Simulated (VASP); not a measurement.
Write the native input for VASP 6.6.1 that does the following.

```
Task                   : single point
Functional             : PBE
Potentials or basis    : VASP PAW PBE potentials, release 64 (Ta_pv, H)
Cutoff                 : 520 eV
k mesh                 : 6 × 6 × 6
Occupations            : gaussian, width 0.1 eV
Spin                   : no spin polarisation
Dipole correction      : no
Further INCAR settings : ALGO = Normal; EDIFF = 1e-06; NBANDS = 22
```

The structure of Ta2H5 lies in POSCAR:

```
Ta2H5
1.0
   -2.3973568100      2.3973568100      3.1462077700
    2.3973568100     -2.3973568100      3.1462077700
    2.3973568100      2.3973568100     -3.1462077700
Ta H
2 5
Direct
    0.9980131800      0.4980131800      0.5000000000
    0.5019868200      0.0019868200      0.5000000000
    0.1809897600      0.1809897600      0.3619795200
    0.8190102400      0.8190102400      0.6380204800
    0.8190102400      0.1809897600      0.0000000000
    0.1809897600      0.8190102400      0.0000000000
    0.0000000000      0.0000000000      0.0000000000
```

These files were run (other wordings do the same):

INCAR

```
ALGO = Normal ; EDIFF = 1E-6
ENCUT = 520 ; GGA = PE
ISIF = 2 ; ISMEAR = 0
LASPH = T ; LCHARG = F
LREAL = F ; LWAVE = F
NBANDS = 22 ; NELM = 60
PREC = Accurate ; SIGMA = 0.1
```

KPOINTS

```
k-points
0
Gamma
  6 6 6
```

Potentials or basis: VASP PAW PBE potentials, release 64 (Ta_pv, H).

Run with:

```sh
$ cat potpaw_PBE.64/Ta_pv/POTCAR potpaw_PBE.64/H/POTCAR > POTCAR
$ mpirun -np 1 vasp_std > vasp.out
```

It gave:

```
Pressure      : 0.9 GPa
Largest force : 0.143 eV/Å
```

It took 33 s on 1 thread of Intel(R) Xeon(R) Platinum 8488C (Sapphire Rapids), on a shared host, peak memory 0.22 GiB.
